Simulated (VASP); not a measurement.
Input of a VASP 6.6.1 run:

File INCAR:

```
PREC     = Accurate       # precision mode
ENCUT    = 600            # plane-wave cutoff, eV
EDIFF    = 1E-6           # SCF threshold, eV
ISMEAR   = 0              # smearing method
SIGMA    = 0.01           # smearing width, eV
LREAL    = F              # projectors in reciprocal space
LASPH    = T              # aspherical terms in the spheres
NELM     = 80             # most SCF steps
ALGO     = Normal         # electronic algorithm
ISIF     = 3              # what is computed and relaxed
LWAVE    = F              # write WAVECAR
LCHARG   = F              # write CHGCAR
GGA      = RP             # functional
IBRION   = 2              # ionic algorithm
NSW      = 80             # ionic steps
EDIFFG   = -0.01          # ionic threshold
```

KPOINTS

```
Automatic mesh
0
Gamma
  6 6 6
```

File POSCAR:

```
BaTiO3
1.0
    4.0060000000      0.0000000000      0.0000000000
    0.0000000000      4.0060000000      0.0000000000
    0.0000000000      0.0000000000      4.0060000000
Ba Ti O
1 1 3
Direct
    0.5000000000      0.5000000000      0.5000000000
    0.0000000000      0.0000000000      0.0000000000
    0.5000000000      0.0000000000      0.0000000000
    0.0000000000      0.0000000000      0.5000000000
    0.0000000000      0.5000000000      0.0000000000
```

Potentials or basis: VASP PAW PBE potentials, release 64 (Ba_sv, Ti_sv, O).

Launch:

```sh
$ cat potpaw_PBE.64/Ba_sv/POTCAR potpaw_PBE.64/Ti_sv/POTCAR potpaw_PBE.64/O/POTCAR > POTCAR
$ mpirun -np 1 vasp_std > vasp.out
```

Estimate the band gap on the k mesh.

1.68 eV, indirect (least direct gap 1.87 eV).

What does it give for the relaxed volume?

13.46 Å³/atom.

What does it give for the space group after relaxing (to 0.05 Å)?

Pm-3m (No. 221).

What does it give for the relaxed cell?

a = 4.068 Å, b = 4.068 Å, c = 4.068 Å, α = 90.00°, β = 90.00°, γ = 90.00°.

Final structure:
```
CELL_PARAMETERS angstrom
4.06805 0.00000 0.00000
0.00000 4.06805 0.00000
0.00000 0.00000 4.06805
ATOMIC_POSITIONS crystal
Ba 0.50000 0.50000 0.50000
Ti 0.00000 0.00000 0.00000
O 0.50000 0.00000 0.00000
O 0.00000 0.00000 0.50000
O 0.00000 0.50000 0.00000
```

Caveat: the PAW data sets were made with another functional, which shifts forces and pressure a little; spin-orbit coupling is left out, which moves the levels of the heavy elements. RPBE and its kin give volumes clearly too large for solids.
